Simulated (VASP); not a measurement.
# RbBr (Pm-3m) in VASP: further runs

Runs on RbBr. Level: r2SCAN. Tasks: electric field gradients.

Everything below comes from runs of VASP 6.6.1. Logs are shortened: lines on timing, memory, paths and dates and some standing lists are left out, and cuts for length are marked.

## 1. The cell of the first run

The structure is cubic, space group Pm-3m (No. 221). The conventional cell has a = 4.126 Å, b = 4.126 Å, c = 4.126 Å, α = 90.00°, β = 90.00°, γ = 90.00°. Within 4.7 Å of Rb (site symmetry m-3m) lie 8 Br at 3.57 Å and 6 Rb at 4.13 Å. Br (site symmetry m-3m) has 8 Rb at 3.57 Å and 6 Br at 4.13 Å within 4.7 Å.

## 2. Electric field gradients, r2SCAN

Contents of POSCAR:

```
RbBr
1.0
    4.1260773000      0.0000000000      0.0000000000
    0.0000000000      4.1260773000      0.0000000000
    0.0000000000      0.0000000000      4.1260773000
Rb Br
1 1
Direct
    0.0000000000      0.0000000000      0.0000000000
    0.5000000000      0.5000000000      0.5000000000
```

Contents of INCAR.step1:

```
SYSTEM = RbBr
  PREC = Accurate
  ENCUT = 520
  ISMEAR = -1
  SIGMA = 0.03
  LREAL = .False.
  LASPH = .True.
  NELM = 80
  NBANDS = 15
  GGA = PE
  ALGO = Normal
  EDIFF = 1E-4
  LWAVE = .True.
  LCHARG = .False.
```

Contents of INCAR.step2:

```
SYSTEM = RbBr
  PREC = Accurate
  ENCUT = 520
  EDIFF = 1E-8
  ISMEAR = -1
  SIGMA = 0.03
  LREAL = .False.
  LASPH = .True.
  NELM = 80
  ALGO = Normal
  ISIF = 2
  LWAVE = .False.
  LCHARG = .False.
  METAGGA = R2SCAN
  LMIXTAU = .True.
  LEFG = .True.
  NBANDS = 15
  ISTART = 1
```

Contents of KPOINTS:

```
Automatic mesh
0
Gamma
  7 7 7
  0 0 0
```

Potentials or basis: VASP PAW PBE potentials, release 64 (Rb_sv, Br).

Run with:

```sh
> cat potpaw_PBE.64/Rb_sv/POTCAR potpaw_PBE.64/Br/POTCAR > POTCAR
> cp INCAR.step1 INCAR
> mpirun -np 1 vasp_std > vasp.out
> cp INCAR.step2 INCAR
> mpirun -np 1 vasp_std > vasp.out
```

OUTCAR:

```text
SYSTEM = RbBr
   PREC = Accurate
   ENCUT = 520
   EDIFF = 1E-8
   ISMEAR = -1
   LREAL = .False.
   LASPH = .True.
   NELM = 80
   ISIF = 2
   METAGGA = R2SCAN
   ISTART = 1

 ion  position               nearest neighbor table
   1  0.000  0.000  0.000-   2 3.57   2 3.57   2 3.57   2 3.57   2 3.57   2 3.57   2 3.57   2 3.57

   2  0.500  0.500  0.500-   1 3.57   1 3.57   1 3.57   1 3.57   1 3.57   1 3.57   1 3.57   1 3.57

  LATTYP: Found a simple cubic cell.
 ALAT       =     4.1260773000

  Lattice vectors:

 A1 = (   4.1260773000,   0.0000000000,   0.0000000000)
 A2 = (   0.0000000000,   4.1260773000,   0.0000000000)
 A3 = (   0.0000000000,   0.0000000000,   4.1260773000)

Analysis of symmetry for initial positions (statically):
=====================================================================
 Subroutine PRICEL returns:
 Original cell was already a primitive cell.

 Routine SETGRP: Setting up the symmetry group for a
 simple cubic supercell.

 Subroutine GETGRP returns: Found 48 space group operations
 (whereof 48 operations were pure point group operations)
 out of a pool of 48 trial point group operations.

The static configuration has the point symmetry O_h .

Analysis of symmetry for dynamics (positions and initial velocities):
=====================================================================
 Subroutine PRICEL returns:
 Original cell was already a primitive cell.

 Routine SETGRP: Setting up the symmetry group for a
 simple cubic supercell.

 Subroutine GETGRP returns: Found 48 space group operations
 (whereof 48 operations were pure point group operations)
 out of a pool of 48 trial point group operations.

The dynamic configuration has the point symmetry O_h .

 Subroutine INISYM returns: Found 48 space group operations
 (whereof 48 operations are pure point group operations),
 and found     1 'primitive' translations

----------------------------------------------------------------------------------------

                                     Primitive cell

  volume of cell :      70.2445

[... 130 lines left out ...]

 E-fermi :  -0.3991     XC(G=0):  -8.3261

 val. band max:       -1.0736836354   @ k =   0.4286   0.4286   0.0000
 cond. band min:       3.7810948156   @ k =   0.0000   0.0000   0.0000
 fundamental gap:      4.8547784510
 Fermi energy:        -0.3990610223

 k-point     1 :       0.0000    0.0000    0.0000
  band No.  band energies     occupation
      1     -26.9382      2.00000
      2     -14.1076      2.00000
      3     -10.3756      2.00000
      4     -10.3756      2.00000
      5     -10.3756      2.00000
      6      -1.2050      2.00000
      7      -1.2050      2.00000
      8      -1.2050      2.00000
      9       3.7811      0.00000
     10       5.0660      0.00000
     11       5.0660      0.00000
     12       9.6720      0.00000
     13       9.6720      0.00000
     14       9.6720      0.00000
[... 329 lines left out ...]
      2     -13.8147      2.00000
      3     -10.5947      2.00000
      4     -10.5888      2.00000
      5     -10.5888      2.00000
      6      -2.3320      2.00000
      7      -2.3320      2.00000
      8      -2.2775      2.00000
      9       7.3141      0.00000
     10       7.6856      0.00000
     11       7.6856      0.00000
     12       8.9470      0.00000
     13       9.1186      0.00000
     14       9.1186      0.00000
     15      11.9549      0.00000

------------------------ aborting loop because EDIFF is reached ----------------------------------------

  FORCE on cell =-STRESS in cart. coord.  units (eV):
  Direction    XX          YY          ZZ          XY          YZ          ZX
  --------------------------------------------------------------------------------------
  -------------------------------------------------------------------------------------
  Total        0.0200025      0.0200025      0.0200025     -0.0000000     -0.0000000     -0.0000000
  in kB        0.4562279      0.4562279      0.4562279     -0.0000000     -0.0000000     -0.0000000
  external PRESSURE =       0.4562279 kB  Pullay stress =       0.0000000 kB

 VOLUME and BASIS-vectors are now :
 -----------------------------------------------------------------------------
  energy-cutoff  :      520.00
  volume of cell :       70.24
      direct lattice vectors                 reciprocal lattice vectors
     4.126077300  0.000000000  0.000000000     0.242360947  0.000000000  0.000000000
     0.000000000  4.126077300  0.000000000     0.000000000  0.242360947  0.000000000
     0.000000000  0.000000000  4.126077300     0.000000000  0.000000000  0.242360947

 POSITION                                       TOTAL-FORCE (eV/Angst)
 -----------------------------------------------------------------------------------
      0.00000      0.00000      0.00000         0.000000      0.000000      0.000000
      2.06304      2.06304      2.06304         0.000000      0.000000      0.000000
 -----------------------------------------------------------------------------------
    total drift:                                0.000000      0.000000     -0.000000

  FREE ENERGIE OF THE ION-ELECTRON SYSTEM (eV)
  ---------------------------------------------------
  free  energy   TOTEN  =       -31.1103905877 eV

  energy  without entropy=      -31.1103905877  energy(sigma->0) =      -31.11039059

 Electric field gradients (V/A^2)
---------------------------------------------------------------------
 ion       V_xx      V_yy      V_zz      V_xy      V_xz      V_yz
---------------------------------------------------------------------
   1       0.000     0.000    -0.000     0.000    -0.000    -0.000
   2      -0.000    -0.000    -0.000     0.000    -0.000     0.000
---------------------------------------------------------------------

 Electric field gradients after diagonalization (V/A^2)
 (convention: |V_zz| > |V_xx| > |V_yy|)
----------------------------------------------------------------------
 ion       V_xx      V_yy      V_zz     asymmetry (V_yy - V_xx)/ V_zz
----------------------------------------------------------------------
   1       0.000     0.000    -0.000       0.211
   2      -0.000    -0.000    -0.000      -0.048
----------------------------------------------------------------------

           NMR quadrupolar parameters

 Cq : quadrupolar parameter    Cq=e*Q*V_zz/h
 eta: asymmetry parameters     (V_yy - V_xx)/ V_zz
 Q  : nuclear electric quadrupole moment in mb (millibarn)
----------------------------------------------------------------------
 ion       Cq(MHz)       eta       Q (mb)
----------------------------------------------------------------------
   1      -0.000       0.211       1.000
   2      -0.000      -0.048       1.000
----------------------------------------------------------------------
```

OUTCAR.step1:

```text
SYSTEM = RbBr
   PREC = Accurate
   ENCUT = 520
   ISMEAR = -1
   LREAL = .False.
   LASPH = .True.
[... 575 lines left out ...]
      0.00000      0.00000      0.00000         0.000000      0.000000      0.000000
      2.06304      2.06304      2.06304         0.000000      0.000000      0.000000
 -----------------------------------------------------------------------------------
    total drift:                                0.000000      0.000000     -0.000000

  FREE ENERGIE OF THE ION-ELECTRON SYSTEM (eV)
  ---------------------------------------------------
  free  energy   TOTEN  =        -5.9957980507 eV

  energy  without entropy=       -5.9957980507  energy(sigma->0) =       -5.99579805
```

OSZICAR.step1:

```text
N       E                     dE             d eps       ncg     rms          rms(c)
DAV:   1     0.758823559821E+02    0.75882E+02   -0.67087E+03   600   0.916E+02
DAV:   2    -0.103483517350E+01   -0.76917E+02   -0.71585E+02   828   0.162E+02
DAV:   3    -0.610499105434E+01   -0.50702E+01   -0.50521E+01   798   0.419E+01
DAV:   4    -0.622890779415E+01   -0.12392E+00   -0.12390E+00   854   0.633E+00
DAV:   5    -0.623024739700E+01   -0.13396E-02   -0.13396E-02   834   0.580E-01    0.261E+00
DAV:   6    -0.602627355356E+01    0.20397E+00   -0.17959E-01   754   0.229E+00    0.176E+00
DAV:   7    -0.599277539345E+01    0.33498E-01   -0.10319E-01   782   0.182E+00    0.903E-01
DAV:   8    -0.599581240550E+01   -0.30370E-02   -0.13431E-02   719   0.699E-01    0.143E-01
DAV:   9    -0.599566574878E+01    0.14666E-03   -0.50607E-04   831   0.123E-01    0.624E-02
DAV:  10    -0.599579750632E+01   -0.13176E-03   -0.24105E-04   641   0.102E-01    0.118E-02
DAV:  11    -0.599579805074E+01   -0.54441E-06   -0.68656E-06   391   0.186E-02
   1 F= -.59957981E+01 E0= -.59957981E+01  d E =-.292680E-10
```

Wall time 99 s (1 thread of Intel Xeon 8259CL, shared host); peak memory 0.19 GiB.

Results:

* Free energy: -31.1104 eV
* Pressure: 0.0 GPa
* Band gap on the k mesh: 4.85 eV (least direct gap 4.99 eV)
* Largest electric field gradient by atom: zero within the noise of the run

Levels at points of the mesh, in eV from the valence-band top:
| k point | band 4 | band 5 | band 6 | band 7 | band 8 | band 9 | band 10 | band 11 | band 12 | band 13 |
| --- | --- | --- | --- | --- | --- | --- | --- | --- | --- | --- |
| (0.00, 0.00, 0.00) | -9.30 | -9.30 | -0.13 | -0.13 | -0.13 | 4.85 | 6.14 | 6.14 | 10.75 | 10.75 |

Caveat: the PAW data sets were made with another functional, which shifts forces and pressure a little; an odd mesh through Γ misses points on the zone boundary, where band edges can lie.

## 3. Electric field gradients, r2SCAN

POSCAR is that of step 2.

Contents of INCAR.step1:

```
ALGO = Normal
EDIFF = 1E-4
ENCUT = 520
GGA = PE
ISMEAR = -1
LASPH = True
LCHARG = False
LREAL = False
LWAVE = True
NBANDS = 15
NELM = 100
PREC = Accurate
SIGMA = 0.03
```

Contents of INCAR.step2:

```
ALGO = Normal
EDIFF = 1E-8
ENCUT = 520
ISIF = 2
ISMEAR = -1
ISTART = 1
LASPH = True
LCHARG = False
LEFG = True
LMIXTAU = True
LREAL = False
LWAVE = False
METAGGA = R2SCAN
NBANDS = 15
NELM = 100
PREC = Accurate
SIGMA = 0.03
```

Contents of KPOINTS:

```
k-points
0
Gamma
  7 7 7
```

Potentials or basis: VASP PAW PBE potentials, release 64 (Rb_sv, Br).

Run with:

```sh
> cat potpaw_PBE.64/Rb_sv/POTCAR potpaw_PBE.64/Br/POTCAR > POTCAR
> cp INCAR.step1 INCAR
> mpirun -np 1 vasp_std > vasp.out
> cp INCAR.step2 INCAR
> mpirun -np 1 vasp_std > vasp.out
```

OUTCAR:

```text
EDIFF = 1E-8
   ENCUT = 520
   ISIF = 2
   ISMEAR = -1
   ISTART = 1
   LASPH = True
   LREAL = False
   METAGGA = R2SCAN
   NELM = 100
   PREC = Accurate

 ion  position               nearest neighbor table
   1  0.000  0.000  0.000-   2 3.57   2 3.57   2 3.57   2 3.57   2 3.57   2 3.57   2 3.57   2 3.57

   2  0.500  0.500  0.500-   1 3.57   1 3.57   1 3.57   1 3.57   1 3.57   1 3.57   1 3.57   1 3.57

  LATTYP: Found a simple cubic cell.
 ALAT       =     4.1260773000

  Lattice vectors:

 A1 = (   4.1260773000,   0.0000000000,   0.0000000000)
 A2 = (   0.0000000000,   4.1260773000,   0.0000000000)
 A3 = (   0.0000000000,   0.0000000000,   4.1260773000)
[... 565 lines left out ...]
  free  energy   TOTEN  =       -31.1103905877 eV

  energy  without entropy=      -31.1103905877  energy(sigma->0) =      -31.11039059

 Electric field gradients (V/A^2)
---------------------------------------------------------------------
 ion       V_xx      V_yy      V_zz      V_xy      V_xz      V_yz
---------------------------------------------------------------------
   1       0.000     0.000    -0.000     0.000    -0.000    -0.000
   2      -0.000    -0.000    -0.000     0.000    -0.000     0.000
---------------------------------------------------------------------

 Electric field gradients after diagonalization (V/A^2)
 (convention: |V_zz| > |V_xx| > |V_yy|)
----------------------------------------------------------------------
 ion       V_xx      V_yy      V_zz     asymmetry (V_yy - V_xx)/ V_zz
----------------------------------------------------------------------
   1       0.000     0.000    -0.000       0.211
   2      -0.000    -0.000    -0.000      -0.048
----------------------------------------------------------------------

           NMR quadrupolar parameters

 Cq : quadrupolar parameter    Cq=e*Q*V_zz/h
 eta: asymmetry parameters     (V_yy - V_xx)/ V_zz
 Q  : nuclear electric quadrupole moment in mb (millibarn)
----------------------------------------------------------------------
 ion       Cq(MHz)       eta       Q (mb)
----------------------------------------------------------------------
   1      -0.000       0.211       1.000
   2      -0.000      -0.048       1.000
----------------------------------------------------------------------
```

OUTCAR.step1:

```text
EDIFF = 1E-4
   ENCUT = 520
   GGA = PE
   ISMEAR = -1
   LASPH = True
[... 575 lines left out ...]
      0.00000      0.00000      0.00000         0.000000      0.000000      0.000000
      2.06304      2.06304      2.06304         0.000000      0.000000      0.000000
 -----------------------------------------------------------------------------------
    total drift:                                0.000000      0.000000     -0.000000

  FREE ENERGIE OF THE ION-ELECTRON SYSTEM (eV)
  ---------------------------------------------------
  free  energy   TOTEN  =        -5.9957980507 eV

  energy  without entropy=       -5.9957980507  energy(sigma->0) =       -5.99579805
```

OSZICAR.step1:

```text
N       E                     dE             d eps       ncg     rms          rms(c)
DAV:   1     0.758823559821E+02    0.75882E+02   -0.67087E+03   600   0.916E+02
DAV:   2    -0.103483517350E+01   -0.76917E+02   -0.71585E+02   828   0.162E+02
DAV:   3    -0.610499105434E+01   -0.50702E+01   -0.50521E+01   798   0.419E+01
DAV:   4    -0.622890779415E+01   -0.12392E+00   -0.12390E+00   854   0.633E+00
DAV:   5    -0.623024739700E+01   -0.13396E-02   -0.13396E-02   834   0.580E-01    0.261E+00
DAV:   6    -0.602627355356E+01    0.20397E+00   -0.17959E-01   754   0.229E+00    0.176E+00
DAV:   7    -0.599277539345E+01    0.33498E-01   -0.10319E-01   782   0.182E+00    0.903E-01
DAV:   8    -0.599581240550E+01   -0.30370E-02   -0.13431E-02   719   0.699E-01    0.143E-01
DAV:   9    -0.599566574878E+01    0.14666E-03   -0.50607E-04   831   0.123E-01    0.624E-02
DAV:  10    -0.599579750632E+01   -0.13176E-03   -0.24105E-04   641   0.102E-01    0.118E-02
DAV:  11    -0.599579805074E+01   -0.54441E-06   -0.68656E-06   391   0.186E-02
   1 F= -.59957981E+01 E0= -.59957981E+01  d E =-.292680E-10
```

Wall time 1.9 min (1 thread of Intel Xeon 8259CL, shared host); peak memory 0.19 GiB.

What came out:

```yaml
Free_energy: -31.1104 eV
Pressure: 0.0 GPa
Band_gap_on_the_k_mesh: 4.85 eV (least direct gap 4.99 eV)
Largest_electric_field_gradient_by_atom: zero within the noise of the run
```

Levels at points of the mesh, in eV from the valence-band top:
| k point | band 5 | band 6 | band 7 | band 8 | band 9 | band 10 | band 11 | band 12 |
| --- | --- | --- | --- | --- | --- | --- | --- | --- |
| (0.00, 0.00, 0.00) | -9.30 | -0.13 | -0.13 | -0.13 | 4.85 | 6.14 | 6.14 | 10.75 |

Caveat: the PAW data sets were made with another functional, which shifts forces and pressure a little; an odd mesh through Γ misses points on the zone boundary, where band edges can lie.
